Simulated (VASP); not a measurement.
A run of VASP 6.6.1 is set up as follows.

POSCAR

```
Li2LuSnS4
1.0
   -3.2010287463      3.2010287463      3.6406375100
    3.2010287463     -3.2010287463      3.6406375100
    3.2010287463      3.2010287463     -3.6406375100
Sn Lu Li S
1 1 2 4
Direct
    0.0000000000      0.0000000000      0.0000000000
    0.5000000000      0.5000000000      0.0000000000
    0.2500000000      0.7500000000      0.5000000000
    0.7500000000      0.2500000000      0.5000000000
    0.0810478787      0.0810478787      0.4923494901
    0.9189521213      0.4113016114      0.0000000000
    0.5886983886      0.5886983886      0.5076505099
    0.4113016114      0.9189521213      0.0000000000
```

The input INCAR.step1:

```
SYSTEM = Li2LuSnS4
ALGO = Normal
EDIFF = 1E-4
ENCUT = 520
GGA = PE
ISMEAR = 1
LASPH = .True.
LCHARG = .False.
LREAL = .False.
LWAVE = .True.
NBANDS = 44
NELM = 60
PREC = Accurate
SIGMA = 0.2929
```

File INCAR.step2:

```
SYSTEM = Li2LuSnS4
ALGO = Normal
EDIFF = 1E-6
ENCUT = 520
ISIF = 2
ISMEAR = 1
ISTART = 1
LASPH = .True.
LCHARG = .False.
LMIXTAU = .True.
LREAL = .False.
LWAVE = .False.
METAGGA = R2SCAN
NBANDS = 44
NELM = 60
PREC = Accurate
SIGMA = 0.2929
```

The input KPOINTS:

```
k-points
0
Gamma
  6 6 6
  0 0 0
```

Potentials or basis: VASP PAW PBE potentials, release 64 (Sn_d, Lu, Li_sv, S).

The run is started by

```sh
$ cat potpaw_PBE.64/Sn_d/POTCAR potpaw_PBE.64/Lu/POTCAR potpaw_PBE.64/Li_sv/POTCAR potpaw_PBE.64/S/POTCAR > POTCAR
$ cp INCAR.step1 INCAR
$ mpirun -np 1 vasp_std > vasp.out
$ cp INCAR.step2 INCAR
$ mpirun -np 1 vasp_std > vasp.out
```

(1) What does it give for the band gap on the k mesh?

(2) What does it give for the largest force?

Answers

(1) zero (an odd number of electrons rules out a gap without spin polarisation).

(2) 0.039 eV/Å.

Caveat: so wide a smearing shifts energies and pressures; the PAW data sets were made with another functional, which shifts forces and pressure a little; spin-orbit coupling is left out, which moves the levels of the heavy elements.
